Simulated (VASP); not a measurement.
Runs of VASP 6.6.1 on Si. The structure is that of space group I4_1/amd (No. 141), or close to it. The cells are those of the table. 

| cell | gap on the mesh (eV) | pressure (GPa) |
| --- | --- | --- |
| a = 3.670 Å, angles 97.5, 97.5, 137.5°, 2 atoms | none | -5.0 |
| a = 3.587 Å, angles 97.9, 97.9, 136.5°, 2 atoms | none | 0.9 |
| a = 3.566 Å, angles 98.0, 98.0, 136.2°, 2 atoms | none | 2.7 |
| a = 3.628 Å, angles 97.7, 97.7, 137.0°, 2 atoms | none | (a) |
| a = 3.545 Å, angles 98.1, 98.1, 136.0°, 2 atoms | none | (b) |

Alike in all rows: task single point; level LDA; potentials or basis VASP PAW LDA potentials, release 64 (Si); no spin polarisation; k mesh 15 × 15 × 15; cutoff (eV) 520; smearing methfessel-paxton 0.1 eV.

Problem. Fill in the values left out.

Solution. (a) -2.3; (b) 4.8.

A gap of «none» marks levels without a gap at the run's occupations.
